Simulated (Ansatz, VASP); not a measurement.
# One calculation of Ga4HgO, two programs

```xyz
6
Lattice="0.0000 3.8527 3.8527 3.8527 0.0000 3.8527 3.8527 3.8527 0.0000" Properties=species:S:1:pos:R:3 pbc="T T T"
Ga    2.8845    4.8208    4.8208
Ga    2.8845    2.8845    2.8845
Ga    4.8208    2.8845    4.8208
Ga    4.8208    4.8208    2.8845
Hg    5.7790    5.7790    5.7790
O     0.0000    0.0000    0.0000
```

Change from the starting cell: species swapped into the HfZrW4 type (F-43m, No. 216).

Alike in both runs: functional PBE; k mesh 8 × 8 × 8; occupations gaussian, width 0.1 eV; no spin polarisation.

Ansatz relaxed the structure, and its values are those at the end. VASP's run is a single point on that final structure, the one shown.

|  | VASP | Ansatz |
| --- | --- | --- |
| version | VASP 6.6.1 | Ansatz 0.2.0 |
| potentials or method | VASP PAW PBE potentials, release 64 (Ga_d, Hg, O), cutoff 520 eV | scalar-relativistic, plane waves, PAW |
| valence electrons in the cell | 70 | 78 |

|  | VASP | Ansatz | Ansatz less VASP |
| --- | --- | --- | --- |
| gap on the k mesh at the Fermi level (eV) | none | none | - |
| pressure (GPa) | 0.1 | 0.0 | -0.11 |

A gap of «none» marks a metal or a gap that the smearing closes. VASP's potentials hold 70 valence electrons a cell and Ansatz's 78, so a difference there can come from the potentials and not from the codes.

Neither program's run includes spin-orbit coupling.
